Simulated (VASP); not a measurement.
Set up this calculation in VASP 6.6.1, as the native input.

| Quantity | Value |
| --- | --- |
| Task | single point |
| Functional | PBE |
| Potentials or basis | VASP PAW PBE potentials, release 64 (Pb_d, Te) |
| Cutoff | 520 eV |
| k mesh | 6 × 6 × 4 |
| Occupations | fermi-dirac, width 0.02 eV |
| Spin | no spin polarisation |
| Dipole correction | no |
| Further INCAR settings | ALGO = Normal; EDIFF = 1e-06; NBANDS = 28 |

The structure of TePb lies in POSCAR:

```
TePb
1.0
    5.4984073906     -0.0563586758      0.0000000000
   -2.7980117402      4.7899398185      0.0000000000
    0.0000000000      0.0000000000      6.5753564573
Pb Te
2 2
Direct
    0.3341748547      0.6667299691     -0.0620495095
    0.6658251453      0.3332700309      0.4379504905
    0.3363226412      0.6667574605      0.4370495095
    0.6636773588      0.3332425395      0.9370495095
```

This cell differs from its parent crystal: shear xy strain -2.0%.

These files were run (other wordings do the same):

INCAR

```
SYSTEM = TePb
PREC = Accurate
ENCUT = 520
EDIFF = 1E-6
ISMEAR = -1
SIGMA = 0.02
LREAL = .False.
LASPH = .True.
NELM = 100
ALGO = Normal
ISIF = 2
LWAVE = .False.
LCHARG = .False.
GGA = PE
NBANDS = 28
```

KPOINTS

```
Automatic mesh
0
Gamma
  6 6 4
  0 0 0
```

Potentials or basis: VASP PAW PBE potentials, release 64 (Pb_d, Te).

The run is started by

```bash
$ cat potpaw_PBE.64/Pb_d/POTCAR potpaw_PBE.64/Te/POTCAR > POTCAR
$ mpirun -np 1 vasp_std > vasp.out
```

Results of the run:

The pressure is 0.5 GPa and the largest force is 0.004 eV/Å. The band gap on the k mesh is 1.13 eV, direct.

Caveat: the cell differs from its parent crystal (shear xy strain -2.0%); spin-orbit coupling is left out, which moves the levels of the heavy elements.

Wall time 2.2 min on 1 thread of Intel(R) Xeon(R) 6975P-C (Granite Rapids), on a shared host, peak memory 0.44 GiB.
